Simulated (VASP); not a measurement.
Input of a VASP 6.6.1 run:

The input INCAR:

```
  ALGO = Normal
  EDIFF = 1E-7
  ENCUT = 520
  GGA = PE
  ISIF = 2
  ISMEAR = 0
  IVDW = 12
  LASPH = True
  LCHARG = False
  LREAL = False
  LWAVE = False
  NBANDS = 19
  NELM = 80
  PREC = Accurate
  SIGMA = 0.3
```

Contents of KPOINTS:

```
k-points
0
Gamma
  15 15 8
```

The input POSCAR:

```
TiTe2
1.0
    3.5869734085      0.0000000000      0.0000000000
   -1.7934867042      3.1064100944      0.0000000000
    0.0000000000      0.0000000000      6.1744947358
Ti Te
1 2
Direct
    0.0000000000      0.0000000000      0.0000000000
    0.6666666667      0.3333333333      0.2820255699
    0.3333333333      0.6666666667      0.7179744301
```

Potentials or basis: VASP PAW PBE potentials, release 64 (Ti_sv, Te).

The run is started by

```console
$ cat potpaw_PBE.64/Ti_sv/POTCAR potpaw_PBE.64/Te/POTCAR > POTCAR
$ mpirun -np 1 vasp_std > vasp.out
```

Problem. What does it give for the largest force?

Solution. 0.005 eV/Å.

Problem. Predict the band gap on the k mesh.

Solution. Zero (bands 12 and 13 overlap by 0.89 eV).

Problem. Estimate the pressure.

Solution. 5.2 GPa.

Forces on the atoms (eV/Å):
```
Ti   0.000  0.000  0.000
Te   0.000  0.000  0.005
Te   0.000  0.000 -0.005
```

Caveat: the cell stands under pressure; so wide a smearing shifts energies and pressures; spin-orbit coupling is left out, which moves the levels of the heavy elements.
